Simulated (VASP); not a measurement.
# Si in VASP: notebook

The runs below take Si through single point, with r2SCAN.

Program: VASP 6.6.1. These are calculated values, not measurements. Logs are shortened: lines on timing, memory, paths and dates and some standing lists are left out, and cuts for length are marked.

## 1. The cell of the first run

Symmetry: Ia-3, No. 206, cubic system. Conventional cell: a = 6.813 Å, b = 6.813 Å, c = 6.813 Å, α = 90.00°, β = 90.00°, γ = 90.00°. Si (site symmetry 3) has 4 Si at 2.38 to 2.45 Å within 3.1 Å.

## 2. Single point, r2SCAN (strain +0.025 along x and y, +0.025 along z)

POSCAR reads:

```
Si
1.0
   -3.4067049100      3.4067049100      3.4067049100
    3.4067049100     -3.4067049100      3.4067049100
    3.4067049100      3.4067049100     -3.4067049100
Si
8
Direct
    0.2013996517      0.2013996517      0.2013996517
    0.5000000000      0.0000000000      0.2986003483
    0.2986003483      0.5000000000      0.0000000000
    0.0000000000      0.2986003483      0.5000000000
    0.7986003483      0.7986003483      0.7986003483
    0.5000000000      0.0000000000      0.7013996517
    0.7013996517      0.5000000000      0.0000000000
    0.0000000000      0.7013996517      0.5000000000
```

INCAR.step1 reads:

```
SYSTEM = Si
PREC = Accurate
ENCUT = 520
ISMEAR = 0
SIGMA = 0.15
LREAL = .False.
LASPH = .True.
NELM = 100
NBANDS = 26
GGA = PE
ALGO = Normal
EDIFF = 1E-4
LWAVE = .True.
LCHARG = .False.
```

INCAR.step2 reads:

```
SYSTEM = Si
PREC = Accurate
ENCUT = 520
EDIFF = 1E-7
ISMEAR = 0
SIGMA = 0.15
LREAL = .False.
LASPH = .True.
NELM = 100
ALGO = Normal
ISIF = 2
LWAVE = .False.
LCHARG = .False.
METAGGA = R2SCAN
LMIXTAU = .True.
NBANDS = 26
ISTART = 1
```

KPOINTS reads:

```
Automatic mesh
0
Gamma
  8 8 8
  0 0 0
```

Potentials or basis: VASP PAW PBE potentials, release 64 (Si).

Launch:

```console
$ cat potpaw_PBE.64/Si/POTCAR > POTCAR
$ cp INCAR.step1 INCAR
$ mpirun -np 1 vasp_std > vasp.out
$ cp INCAR.step2 INCAR
$ mpirun -np 1 vasp_std > vasp.out
```

OUTCAR:

```text
SYSTEM = Si
   PREC = Accurate
   ENCUT = 520
   EDIFF = 1E-7
   ISMEAR = 0
   LREAL = .False.
   LASPH = .True.
   NELM = 100
   ISIF = 2
   METAGGA = R2SCAN
   ISTART = 1

 ion  position               nearest neighbor table
   1  0.201  0.201  0.201-   5 2.38   3 2.45   4 2.45   2 2.45
   2  0.500  0.000  0.299-   6 2.38   1 2.45   3 2.45   4 2.45
   3  0.299  0.500  0.000-   7 2.38   2 2.45   1 2.45   4 2.45
   4  0.000  0.299  0.500-   8 2.38   3 2.45   1 2.45   2 2.45
   5  0.799  0.799  0.799-   1 2.38   6 2.45   7 2.45   8 2.45
   6  0.500  0.000  0.701-   2 2.38   5 2.45   7 2.45   8 2.45
   7  0.701  0.500  0.000-   3 2.38   5 2.45   8 2.45   6 2.45
   8  0.000  0.701  0.500-   4 2.38   5 2.45   7 2.45   6 2.45

  LATTYP: Found a body centered cubic cell.
 ALAT       =     6.8134098200

  Lattice vectors:

 A1 = (  -3.4067049100,   3.4067049100,   3.4067049100)
 A2 = (   3.4067049100,  -3.4067049100,   3.4067049100)
 A3 = (   3.4067049100,   3.4067049100,  -3.4067049100)

Analysis of symmetry for initial positions (statically):
=====================================================================
 Subroutine PRICEL returns:
 Original cell was already a primitive cell.

 Routine SETGRP: Setting up the symmetry group for a
 body centered cubic supercell.

 Subroutine GETGRP returns: Found 24 space group operations
 (whereof  6 operations were pure point group operations)
 out of a pool of 48 trial point group operations.

The static configuration has the point symmetry S_6 .
 The point group associated with its full space group is T_h .

Analysis of symmetry for dynamics (positions and initial velocities):
=====================================================================
 Subroutine PRICEL returns:
 Original cell was already a primitive cell.

 Routine SETGRP: Setting up the symmetry group for a
 body centered cubic supercell.

 Subroutine GETGRP returns: Found 24 space group operations
 (whereof  6 operations were pure point group operations)
 out of a pool of 48 trial point group operations.

The dynamic configuration has the point symmetry S_6 .
 The point group associated with its full space group is T_h .

 Subroutine INISYM returns: Found 24 space group operations
 (whereof  6 operations are pure point group operations),
 and found     1 'primitive' translations

----------------------------------------------------------------------------------------

                                     Primitive cell

  volume of cell :     158.1479

  direct lattice vectors                    reciprocal lattice vectors
    -3.406704910  3.406704910  3.406704910     0.000000000  0.146769390  0.146769390
     3.406704910 -3.406704910  3.406704910     0.146769390  0.000000000  0.146769390
     3.406704910  3.406704910 -3.406704910     0.146769390  0.146769390  0.000000000

  length of vectors
     5.900585991  5.900585991  5.900585991     0.207563261  0.207563261  0.207563261

  position of ions in fractional coordinates (direct lattice)
     0.201399652  0.201399652  0.201399652
     0.500000000  0.000000000  0.298600348
     0.298600348  0.500000000  0.000000000
     0.000000000  0.298600348  0.500000000
     0.798600348  0.798600348  0.798600348
     0.500000000  0.000000000  0.701399652
     0.701399652  0.500000000  0.000000000
     0.000000000  0.701399652  0.500000000

  ion indices of the primitive-cell ions
   primitive index   ion index
                 1           1
                 2           2
                 3           3
                 4           4
                 5           5
                 6           6
                 7           7
                 8           8

----------------------------------------------------------------------------------------

 KPOINTS: Automatic mesh

Automatic generation of k-mesh.
 Grid dimensions read from file:
 generate k-points for:    8    8    8

 Generating k-lattice:

  Cartesian coordinates                     Fractional coordinates (reciprocal lattice)
     0.000000000  0.018346174  0.018346174     0.125000000  0.000000000  0.000000000
     0.018346174  0.000000000  0.018346174     0.000000000  0.125000000  0.000000000
     0.018346174  0.018346174  0.000000000     0.000000000  0.000000000  0.125000000

  Length of vectors
     0.025945408  0.025945408  0.025945408

  Shift w.r.t. Gamma in fractional coordinates (k-lattice)
     0.000000000  0.000000000  0.000000000

 Subroutine IBZKPT returns following result:
 ===========================================

 Found     35 irreducible k-points:

 Following reciprocal coordinates:
            Coordinates               Weight
  0.000000  0.000000  0.000000      1.000000
  0.125000  0.000000  0.000000     12.000000
  0.250000  0.000000  0.000000     12.000000
  0.375000  0.000000  0.000000     12.000000
  0.500000  0.000000  0.000000      6.000000
  0.125000  0.125000  0.000000     24.000000
[... 16 lines left out ...]
  0.500000  0.500000  0.125000     12.000000
 -0.375000  0.500000  0.125000     24.000000
 [... further k-points ...]
   k-points           NKPTS =     35   k-points in BZ     NKDIM =     35   number of bands    NBANDS=     26
   number of dos      NEDOS =    301   number of ions     NIONS =      8
   total plane-waves  NPLWV = 110592
   dimension x,y,z NGX =    48 NGY =   48 NGZ =   48
   dimension x,y,z NGXF=    96 NGYF=   96 NGZF=   96
   ions per type =               8
   NGX,Y,Z   is equivalent  to a cutoff of  13.52, 13.52, 13.52 a.u.
   NGXF,Y,Z  is equivalent  to a cutoff of  27.05, 27.05, 27.05 a.u.
 SYSTEM =  Si
   PREC   = accura    normal or accurate (medium, high low for compatibility)
   ISTART =      1    job   : 0-new  1-cont  2-samecut
   ICHARG =      0    charge: 1-file 2-atom 10-const
   ISPIN  =      1    spin polarized calculation?
   LNONCOLLINEAR =      F non collinear calculations
   LSORBIT =      F    spin-orbit coupling
   LASPH  =      T    aspherical Exc in radial PAW
   ENCUT  =  520.0 eV  38.22 Ry    6.18 a.u.  10.97 10.97 10.97*2*pi/ulx,y,z
   NELM   =    100;   NELMIN=  2; NELMDL=  0     # of ELM steps
   EDIFF  = 0.1E-06   stopping-criterion for ELM
   LREAL  =      F    real-space projection
   EDIFFG = 0.1E-05   stopping-criterion for IOM
   NSW    =      0    number of steps for IOM
   IBRION =     -1    ionic relax: 0-MD 1-quasi-New 2-CG
   NFREE  =      0    steps in history (QN), initial steepest desc. (CG)
   ISIF   =      2    stress and relaxation
   ISYM   =      2    0-nonsym 1-usesym 2-fastsym
   POTIM  = 0.5000    time-step for ionic-motion
   TEBEG  =    0.0;   TEEND  =   0.0 temperature during run
   PSTRESS=    0.0 pullay stress
   NELECT =      32.0000    total number of electrons
   NUPDOWN=      -1.0000    fix difference up-down
   EMIN   =  10.00;   EMAX   =-10.00  energy-range for DOS
   EFERMI =   0.00;   METHOD = LEGACY
   ISMEAR =     0;   SIGMA  =   0.15  broadening in eV -4-tet -1-fermi 0-gaus
   EFERMI_NEDOS =   21; number of points for ismear=-14 and -15
   IALGO  =     38    algorithm
   IMIX   =      4    mixing-type and parameters
     AMIX     =   0.40;   BMIX     =  1.00
     AMIX_MAG =   1.60;   BMIX_MAG =  1.00
  volume/ion in A,a.u.               =      19.77       133.40
  Fermi-wavevector in a.u.,A,eV,Ry     =   0.961104  1.816223 12.567982  0.923721
  Thomas-Fermi vector in A             =   2.090446
   LORBIT       =      0    0 simple, 1 ext, 2 COOP (PROOUT), +10 PAW based schemes
   METAGGA = R2SCAN    functional components
   LHFCALC =     F    Hartree Fock is set to
   AEXX    =    0.0000 exact exchange contribution
   IVDW    =     0    specifies the selected vdW correction
   LEPSILON=     F    determine dielectric tensor
   LRPA    =     F    only Hartree local field effects (RPA)
 non-spin polarized calculation
 Gauss-broadening in eV      SIGMA  =   0.15
  energy-cutoff  :      520.00
  volume of cell :      158.15
 maximum number of plane-waves:      4289
 NGX is ok and might be reduce to    48
   NGX = 21   NGY = 21   NGZ = 21

 number of electron      32.0000000 magnetization

 Free energy of the ion-electron system (eV)
  ---------------------------------------------------
  ext. energy  EPLUGINS =         0.00000000
  ---------------------------------------------------
  free energy    TOTEN  =       -68.43696399 eV

  energy without entropy =      -68.43370884  energy(sigma->0) =      -68.43533642

 E-fermi :   6.2815     XC(G=0): -10.0712

 val. band max:        6.1369025454   @ k =   0.5000   0.5000   0.3750
 cond. band min:       6.3140023113   @ k =   0.5000   0.5000   0.5000
 fundamental gap:      0.1770997660
 Fermi energy:         6.2814843304

 k-point     1 :       0.0000    0.0000    0.0000
  band No.  band energies     occupation
      1      -6.4811      2.00000
      2      -2.3129      2.00000
      3      -1.9333      2.00000
      4      -1.9333      2.00000
      5      -1.9333      2.00000
      6      -0.2471      2.00000
[... 18 lines left out ...]
     25      11.6531      0.00000
     26      12.4837      0.00000

 k-point     2 :       0.1250    0.0000    0.0000
  band No.  band energies     occupation
      1      -6.3869      2.00000
      2      -2.6199      2.00000
      3      -2.2792      2.00000
      4      -2.1413      2.00000
      5      -1.7242      2.00000
      6      -0.3797      2.00000
[... 18 lines left out ...]
     25      11.7411      0.00000
     26      11.9436      0.00000

 k-point     3 :       0.2500    0.0000    0.0000
  band No.  band energies     occupation
      1      -6.1057      2.00000
      2      -3.3634      2.00000
      3      -2.6628      2.00000
      4      -2.4910      2.00000
      5      -1.4755      2.00000
      6      -0.6549      2.00000
[... 572 lines left out ...]
 k-point    23 :       0.5000    0.5000    0.1250
  band No.  band energies     occupation
      1      -4.9286      2.00000
      2      -4.9264      2.00000
      3      -3.3929      2.00000
      4      -2.4609      2.00000
      5      -1.3358      2.00000
      6      -1.0788      2.00000
[... 18 lines left out ...]
     25      10.4050      0.00000
     26      10.4665      0.00000

 k-point    24 :      -0.3750    0.5000    0.1250
  band No.  band energies     occupation
      1      -5.1077      2.00000
      2      -4.4289      2.00000
      3      -3.8314      2.00000
      4      -2.3498      2.00000
      5      -1.4904      2.00000
      6      -0.9598      2.00000
[... 18 lines left out ...]
     25      10.3189      0.00000
     26      10.9286      0.00000

 [... further k-points ...]

------------------------ aborting loop because EDIFF is reached ----------------------------------------

  FORCE on cell =-STRESS in cart. coord.  units (eV):
  Direction    XX          YY          ZZ          XY          YZ          ZX
  --------------------------------------------------------------------------------------
  -------------------------------------------------------------------------------------
  Total       -6.5713679     -6.5713679     -6.5713679     -0.0000000     -0.0000000     -0.0000000
  in kB      -66.5737197    -66.5737197    -66.5737197     -0.0000000     -0.0000000     -0.0000000
  external PRESSURE =     -66.5737197 kB  Pullay stress =       0.0000000 kB

 VOLUME and BASIS-vectors are now :
 -----------------------------------------------------------------------------
  energy-cutoff  :      520.00
  volume of cell :      158.15
      direct lattice vectors                 reciprocal lattice vectors
    -3.406704910  3.406704910  3.406704910     0.000000000  0.146769390  0.146769390
     3.406704910 -3.406704910  3.406704910     0.146769390  0.000000000  0.146769390
     3.406704910  3.406704910 -3.406704910     0.146769390  0.146769390  0.000000000

 POSITION                                       TOTAL-FORCE (eV/Angst)
 -----------------------------------------------------------------------------------
      0.68611      0.68611      0.68611        -0.190865     -0.190865     -0.190865
     -0.68611      2.72060      0.68611         0.190865      0.190865     -0.190865
      0.68611     -0.68611      2.72060        -0.190865      0.190865      0.190865
      2.72060      0.68611     -0.68611         0.190865     -0.190865      0.190865
      2.72060      2.72060      2.72060         0.190865      0.190865      0.190865
      0.68611      4.09281     -0.68611        -0.190865     -0.190865      0.190865
     -0.68611      0.68611      4.09281         0.190865     -0.190865     -0.190865
      4.09281     -0.68611      0.68611        -0.190865      0.190865     -0.190865
 -----------------------------------------------------------------------------------
    total drift:                               -0.000000      0.000000     -0.000000

  FREE ENERGIE OF THE ION-ELECTRON SYSTEM (eV)
  ---------------------------------------------------
  free  energy   TOTEN  =       -68.4369639942 eV

  energy  without entropy=      -68.4337088435  energy(sigma->0) =      -68.43533642
```

Run time: 4.9 min. Hardware: 1 thread of Intel Xeon 6975P-C (Granite Rapids), shared host; peak memory 0.39 GiB.

Results:

| Item | Value |
| --- | --- |
| Free energy | -68.4370 eV |
| Pressure | -6.7 GPa |
| Largest force | 0.331 eV/Å |
| Band gap on the k mesh | zero (filled and empty bands touch) |

Forces in eV/Å, atoms in the order of the input:
```
Si  -0.191 -0.191 -0.191
Si   0.191  0.191 -0.191
Si  -0.191  0.191  0.191
Si   0.191 -0.191  0.191
Si   0.191  0.191  0.191
Si  -0.191 -0.191  0.191
Si   0.191 -0.191 -0.191
Si  -0.191  0.191 -0.191
```

Caveat: the cell differs from its parent crystal (strain +0.025 along x and y, +0.025 along z); the cell stands under tension; semilocal functionals underestimate gaps, and a narrow one can read as zero; the PAW data sets were made with another functional, which shifts forces and pressure a little.

## 3. Single point, r2SCAN (strain +0.050 along x and y, +0.050 along z)

POSCAR, as its differences from that of step 2:

```diff
@@ -2,5 +2,5 @@
 1.0
-   -3.4067049100      3.4067049100      3.4067049100
-    3.4067049100     -3.4067049100      3.4067049100
-    3.4067049100      3.4067049100     -3.4067049100
+   -3.4897952736      3.4897952736      3.4897952736
+    3.4897952736     -3.4897952736      3.4897952736
+    3.4897952736      3.4897952736     -3.4897952736
 Si
```

INCAR.step1 reads:

```
PREC = Accurate
ENCUT = 520
ISMEAR = 0
SIGMA = 0.15
LREAL = False
LASPH = True
NELM = 60
NBANDS = 26
GGA = PE
ALGO = Normal
EDIFF = 1E-4
LWAVE = True
LCHARG = False
```

INCAR.step2 reads:

```
PREC = Accurate
ENCUT = 520
EDIFF = 1E-6
ISMEAR = 0
SIGMA = 0.15
LREAL = False
LASPH = True
NELM = 60
ALGO = Normal
ISIF = 2
LWAVE = False
LCHARG = True
METAGGA = R2SCAN
LMIXTAU = True
LELF = True
LVHAR = True
NBANDS = 26
ISTART = 1
```

KPOINTS reads:

```
Automatic mesh
0
Gamma
  8 8 8
```

Potentials or basis: VASP PAW PBE potentials, release 64 (Si).

Launch:

```console
$ cat potpaw_PBE.64/Si/POTCAR > POTCAR
$ cp INCAR.step1 INCAR
$ mpirun -np 1 vasp_std > vasp.out
$ cp INCAR.step2 INCAR
$ mpirun -np 1 vasp_std > vasp.out
```

Wall time 3.7 min (1 thread of Intel Xeon 6975P-C (Granite Rapids), shared host); peak memory 0.4 GiB.

Results (log left out):

```yaml
Free_energy: -67.7700 eV
Pressure: -11.0 GPa
Largest_force: 0.584 eV/Å
Band_gap_on_the_k_mesh: zero (filled and empty bands touch)
```

Forces on the atoms (eV/Å):
```
Si  -0.337 -0.337 -0.337
Si   0.337  0.337 -0.337
Si  -0.337  0.337  0.337
Si   0.337 -0.337  0.337
Si   0.337  0.337  0.337
Si  -0.337 -0.337  0.337
Si   0.337 -0.337 -0.337
Si  -0.337  0.337 -0.337
```

Levels at points of the mesh, in eV from the Fermi level:
```tsv
k point	band 14	band 15	band 16	band 17	band 18	band 19
(0.00, 0.00, 0.00)	-1.44	-1.44	-0.89	1.75	1.75	1.75
(0.50, 0.00, 0.00)	-2.06	-1.28	-1.28	0.58	0.58	2.03
(0.50, 0.50, 0.50)	-0.62	0.02	0.02	0.02	2.09	2.87
```

Caveat: the cell differs from its parent crystal (strain +0.050 along x and y, +0.050 along z); the cell stands under tension; semilocal functionals underestimate gaps, and a narrow one can read as zero; the PAW data sets were made with another functional, which shifts forces and pressure a little.

(Part 1 of 2 ends here.)

The gap in the log of VASP goes by the Fermi energy; the results here count the filled bands.